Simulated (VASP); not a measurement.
A run of VASP 6.6.1:

INCAR

```
PREC     = Accurate       # precision mode
ENCUT    = 600            # plane-wave cutoff, eV
EDIFF    = 1E-6           # SCF threshold, eV
ISMEAR   = -5             # smearing method
SIGMA    = 0.1            # smearing width, eV
LREAL    = F              # projectors in reciprocal space
LASPH    = T              # aspherical terms in the spheres
NELM     = 100            # most SCF steps
ALGO     = Normal         # electronic algorithm
ISIF     = 3              # what is computed and relaxed
LWAVE    = F              # write WAVECAR
LCHARG   = F              # write CHGCAR
GGA      = PS             # functional
IBRION   = 2              # ionic algorithm
NSW      = 70             # ionic steps
EDIFFG   = -0.02          # ionic threshold
```

KPOINTS

```
Automatic mesh
0
Gamma
  16 16 16
```

Contents of POSCAR:

```
TiC
1.0
    0.0000000000      2.1664107360      2.1664107360
    2.1664107360      0.0000000000      2.1664107360
    2.1664107360      2.1664107360      0.0000000000
Ti C
1 1
Direct
    0.0000000000      0.0000000000      0.0000000000
    0.5000000000      0.5000000000      0.5000000000
```

Potentials or basis: VASP PAW PBE potentials, release 64 (Ti_sv, C).

The run is started by

```sh
$ cat potpaw_PBE.64/Ti_sv/POTCAR potpaw_PBE.64/C/POTCAR > POTCAR
$ mpirun -np 1 vasp_std > vasp.out
```

Hardware: 1 thread of Intel Xeon 8259CL, with other jobs on the host.

Q: Estimate the wall time of this run.

A: Wall time 91 s on 1 thread of Intel Xeon 8259CL, on a shared host, peak memory 0.19 GiB. Counts: scf iterations 36, k points 145, ion steps 3.
